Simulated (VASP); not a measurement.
Input of a VASP 6.6.1 run:

INCAR

```
SYSTEM = SnO
PREC = Accurate
ENCUT = 600
EDIFF = 1E-6
ISMEAR = 0
SIGMA = 0.02
LREAL = .FALSE.
LASPH = .TRUE.
NELM = 100
ALGO = Normal
ISIF = 4
LWAVE = .FALSE.
LCHARG = .FALSE.
GGA = PE
IVDW = 12
IBRION = 2
NSW = 50
EDIFFG = -0.01
```

File KPOINTS:

```
regular mesh
0
G
  8 6 6
  0 0 0
```

File POSCAR:

```
SnO
1.0
    3.2960138974      0.0000000000      0.0000000000
    0.0000000000      5.5735385851      0.0000000000
    0.0000000000      0.0000000000      3.7120882342
Sn O
2 2
Direct
    0.0000000000      0.2406913321      0.5366679138
    0.5000000000      0.7593086679      0.0366679138
    0.0000000000      0.8776309452      0.7133330862
    0.5000000000      0.1223690548      0.2133330862
```

Potentials or basis: VASP PAW PBE potentials, release 64 (Sn_d, O).

Launch:

```sh
$ cat potpaw_PBE.64/Sn_d/POTCAR potpaw_PBE.64/O/POTCAR > POTCAR
$ mpirun -np 1 vasp_std > vasp.out
```

**Question.** Predict the dispersion energy per atom.

**Answer.** -0.243 eV.

**Question.** Predict the band gap on the k mesh.

**Answer.** 1.06 eV, indirect (least direct gap 1.65 eV).

Forces in eV/Å, atoms in the order of the input:
```
Sn   0.000  0.000 -0.004
Sn   0.000  0.000 -0.004
O    0.000 -0.002  0.004
O    0.000  0.002  0.004
```

Caveat: spin-orbit coupling is left out, which moves the levels of the heavy elements. A k mesh can miss the band edges.
